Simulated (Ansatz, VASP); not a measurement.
One calculation of Pd, two programs

File POSCAR:

```
Pd
1.0
    2.8211160836      0.0000000000      0.0000000000
   -1.4105580418      2.4431581954      0.0000000000
    0.0000000000      0.0000000000      9.2146489525
Pd
4
Direct
    0.0000000000      0.0000000000      0.0000000000
    0.0000000000      0.0000000000      0.5000000000
    0.3333333333      0.6666666667      0.2500000000
    0.6666666667      0.3333333333      0.7500000000
```

The input INCAR.step1:

```
SYSTEM = Pd
ALGO = Normal
EDIFF = 1E-4
ENCUT = 520
GGA = PE
ISMEAR = 0
LASPH = .True.
LCHARG = .False.
LREAL = .False.
LWAVE = .True.
NBANDS = 28
NELM = 100
PREC = Accurate
SIGMA = 0.1
```

File INCAR.step2:

```
SYSTEM = Pd
ALGO = Normal
EDIFF = 1E-7
ENCUT = 520
ISIF = 2
ISMEAR = 0
ISTART = 1
LASPH = .True.
LCHARG = .False.
LMIXTAU = .True.
LREAL = .False.
LWAVE = .False.
METAGGA = R2SCAN
NBANDS = 28
NELM = 100
PREC = Accurate
SIGMA = 0.1
```

KPOINTS

```
k-points
0
Gamma
  6 6 2
  0 0 0
```

Input for Ansatz:

```yaml
crystal:
  lattice:
    - [2.8211160836, 0.0, 0.0]
    - [-1.4105580418, 2.4431581954, 0.0]
    - [0.0, 0.0, 9.2146489525]
  atoms:
    - { symbol: Pd, position: [0.0, 0.0, 0.0] }
    - { symbol: Pd, position: [0.0, 0.0, 0.5] }
    - { symbol: Pd, position: [0.3333333333, 0.6666666667, 0.25] }
    - { symbol: Pd, position: [0.6666666667, 0.3333333333, 0.75] }
basis:
  ecutwfc: 500
kpoints:
  mp_grid: { grid: [6, 6, 2] }
hamiltonian:
  xc: r2scan
scf:
  occupations: { method: gaussian, width: 0.1 }
output:
  forces: true
  stress: true
  eigenvalues: true
```

Alike in both runs: task single point; functional r2SCAN; k mesh 6 × 6 × 2; occupations gaussian, width 0.1 eV; no spin polarisation.

|  | VASP | Ansatz |
| --- | --- | --- |
| version | VASP 6.6.1 | Ansatz 0.2.0 |
| potentials or method | VASP PAW PBE potentials, release 64 (Pd), cutoff 520 eV | scalar-relativistic, plane waves, PAW |
| valence electrons in the cell | 40 | 72 |

Ansatz gave:

```
gap on the k mesh at the Fermi level (eV)                     : none
pressure (GPa)                                                : -10.3
traceless stress, the component that is largest in VASP (GPa) : 1.77
```

**Question.** Estimate VASP's values.

**Answer.** gap on the k mesh at the Fermi level (eV): none; pressure (GPa): -9.9; traceless stress, the component that is largest in VASP (GPa): 1.77.

VASP's potentials were made for PBE, not for r2SCAN. A gap of «none» marks a metal or a gap that the smearing closes. The functional is the same, so the differences come from potentials, cutoffs and numerics. VASP's potentials hold 40 valence electrons a cell and Ansatz's 72, so a difference there can come from the potentials and not from the codes.

The k mesh is coarse, so the values compare programs but aren't converged.
